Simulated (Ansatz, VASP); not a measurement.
## One calculation of SrNb, two programs

Contents of INCAR:

```
PREC     = Accurate       # precision mode
ENCUT    = 600            # plane-wave cutoff, eV
EDIFF    = 1E-7           # SCF threshold, eV
ISMEAR   = 0              # smearing method
SIGMA    = 0.1            # smearing width, eV
LREAL    = F              # projectors in reciprocal space
LASPH    = T              # aspherical terms in the spheres
NELM     = 60             # most SCF steps
ALGO     = Fast           # electronic algorithm
ISIF     = 3              # what is computed and relaxed
LWAVE    = F              # write WAVECAR
LCHARG   = F              # write CHGCAR
GGA      = PE             # functional
IBRION   = 2              # ionic algorithm
NSW      = 100            # ionic steps
EDIFFG   = -0.01          # ionic threshold
```

KPOINTS

```
regular mesh
0
Gamma
  16 16 16
```

File POSCAR:

```
SrNb
1.0
    0.0000000000      3.1487222597      3.1487222597
    3.1487222597      0.0000000000      3.1487222597
    3.1487222597      3.1487222597      0.0000000000
Sr Nb
1 1
Direct
    0.0000000000      0.0000000000      0.0000000000
    0.5000000000      0.5000000000      0.5000000000
```

Input for Ansatz:

```yaml
crystal:
  lattice:
    - [0.0, 3.1487222597, 3.1487222597]
    - [3.1487222597, 0.0, 3.1487222597]
    - [3.1487222597, 3.1487222597, 0.0]
  atoms:
    - { symbol: Sr, position: [0.0, 0.0, 0.0] }
    - { symbol: Nb, position: [0.5, 0.5, 0.5] }
basis:
  ecutwfc: 420
kpoints:
  mp_grid: { grid: [16, 16, 16] }
hamiltonian:
  xc: pbe
scf:
  occupations: { method: gaussian, width: 0.1 }
output:
  forces: true
  stress: true
  eigenvalues: true
  write_density: true
  write_potential: true
  elf: true
  volumetric_format: npy
relax:
  adjacent_minimum: "off"
  f_tol: 0.01
  max_steps: 80
  cell: { stress_tol: 0.05 }
```

Alike in both runs: task relaxation of cell and atoms; functional PBE; k mesh 16 × 16 × 16; occupations gaussian, width 0.1 eV; no spin polarisation.

|  | VASP | Ansatz |
| --- | --- | --- |
| version | VASP 6.6.1 | Ansatz 0.2.0 |
| potentials or method | VASP PAW PBE potentials, release 64 (Sr_sv, Nb_sv), cutoff 600 eV | scalar-relativistic, plane waves, PAW |
| valence electrons in the cell | 23 | 23 |

|  | VASP | Ansatz | Ansatz less VASP |
| --- | --- | --- | --- |
| gap on the k mesh at the Fermi level, each at its own relaxed structure (eV) | none | none | - |
| relaxed volume (Å³/atom) | 31.27 | 31.17 | -0.099 |
| relaxed cell length with the largest relative difference (Å) | 4.455 | 4.451 | -0.0047 |

A gap of «none» marks a metal or a gap that the smearing closes.
